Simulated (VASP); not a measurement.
Set up this calculation in VASP 6.6.1, as the native input.

| Quantity | Value |
| --- | --- |
| Task | single point |
| Functional | PBE |
| Dispersion | D3(BJ) |
| Potentials or basis | VASP PAW PBE potentials, release 64 (C, H) |
| Cutoff | 520 eV |
| k mesh | 1 × 1 × 1 |
| Occupations | fermi-dirac, width 0.05 eV |
| Spin | no spin polarisation |
| Dipole correction | no |
| Further INCAR settings | LREAL = Auto; ALGO = Normal; EDIFF = 1e-07; NBANDS = 45 |

The structure of H4C lies in POSCAR:

```
H4C
1.0
    7.8912360000      0.0000000000      0.0000000000
    0.0000000000      7.8912360000      0.0000000000
    0.0000000000      0.0000000000      7.8912360000
C H
6 24
Direct
    0.2280631323      0.1439825143      0.4480413461
    0.6136047636      1.0079789782      0.1197657756
    0.9698734140      0.5028109665      0.4141429809
    0.9207556332      0.2516716013      0.8657072225
    0.4469768741      0.4165507152      0.8504751347
    0.9332505073      0.7323947731      0.8893156915
    0.2364521857      0.0890481542      0.5739405082
    0.1499638333      0.2590722163      0.4224813451
    0.1934044299      0.0571013210      0.3448889376
    0.3639860727      0.1833046179      0.4273855198
    0.7067967553      1.0638637597      0.2149726608
    0.5083614278      1.1026156105      0.1372662027
    0.5730661204      0.8761998754      0.1131254977
    0.6548403824      1.0214622906     -0.0201996240
    1.0553226389      0.4622849957      0.3149950147
    1.0325505409      0.5670467846      0.5248734165
    0.8906589538      0.3925874223      0.4651235877
    0.8782654580      0.5927588530      0.3587650908
    0.9051687214      0.2924890347      1.0008951703
    0.8019529514      0.2724034613      0.8002548650
    0.9418043004      0.1096026022      0.8661254080
    1.0191179176      0.3160721590      0.8022570862
    0.5193736444      0.5345803877      0.8202010433
    0.5480637000      0.3366772962      0.8986551663
    0.3879873825      0.3707404011      0.7419750214
    0.3469038310      0.4437074243      0.9291700312
    0.9228845773      0.6329553444      0.9847253333
    0.9700001369      0.6559555436      0.7793962822
    1.0235152009      0.8337603894      0.9375337400
    0.8025485488      0.7872404272      0.8556074106
```

One way to write it, as run:

INCAR

```
PREC = Accurate ; ENCUT = 520
EDIFF = 1E-7 ; ISMEAR = -1
SIGMA = 0.05 ; LREAL = Auto
LASPH = T ; NELM = 60
ALGO = Normal ; ISIF = 2
LWAVE = F ; LCHARG = T
GGA = PE ; IVDW = 12
LELF = T ; LVHAR = T
NBANDS = 45
```

KPOINTS

```
regular mesh
0
Gamma
  1 1 1
```

Potentials or basis: VASP PAW PBE potentials, release 64 (C, H).

Run with:

```console
$ cat potpaw_PBE.64/C/POTCAR potpaw_PBE.64/H/POTCAR > POTCAR
$ mpirun -np 1 vasp_gam > vasp.out
```

It gave:

```
Pressure                   : -0.6 GPa
Largest force              : 3.297 eV/Å
Band gap on the k mesh     : 6.73 eV
Dispersion energy per atom : -0.021 eV
```

Caveat: the k points lie up to 0.80 Å⁻¹ apart.

Run time: 29 s on 1 thread of Intel(R) Xeon(R) 6975P-C (Granite Rapids) (shared host), peak memory 0.44 GiB.
